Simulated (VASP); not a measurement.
Wanted: the native input for a VASP 6.6.1 run.

```
Task                   : single point
Functional             : RPBE
Potentials or basis    : VASP PAW PBE potentials, release 64 (Rb_sv)
Cutoff                 : 520 eV
k mesh                 : 7 × 7 × 7
Occupations            : gaussian, width 0.1 eV
Spin                   : no spin polarisation
Dipole correction      : no
Further INCAR settings : ALGO = Normal; EDIFF = 1e-06; NBANDS = 10
```

The structure of Rb lies in POSCAR:

```
Rb
1.0
   -2.9545118615      2.9545118615      2.7308451955
    2.9545118615     -2.9545118615      2.7308451955
    2.9545118615      2.9545118615     -2.7308451955
Rb
1
Direct
    0.0000000000      0.0000000000      0.0000000000
```

The input as run:

INCAR

```
SYSTEM = Rb
  ALGO = Normal
  EDIFF = 1E-6
  ENCUT = 520
  GGA = RP
  ISIF = 2
  ISMEAR = 0
  LASPH = .True.
  LCHARG = .False.
  LREAL = .False.
  LWAVE = .False.
  NBANDS = 10
  NELM = 80
  PREC = Accurate
  SIGMA = 0.1
```

KPOINTS

```
k-points
0
Gamma
  7 7 7
  0 0 0
```

Potentials or basis: VASP PAW PBE potentials, release 64 (Rb_sv).

Run with:

```console
$ cat potpaw_PBE.64/Rb_sv/POTCAR > POTCAR
$ mpirun -np 1 vasp_std > vasp.out
```

It gave:

```yaml
Pressure: 0.1 GPa
```

Caveat: the PAW data sets were made with another functional, which shifts forces and pressure a little.

It took 28 s on 1 thread of Intel(R) Xeon(R) Platinum 8488C (Sapphire Rapids), with other jobs on the host, peak memory 0.23 GiB.
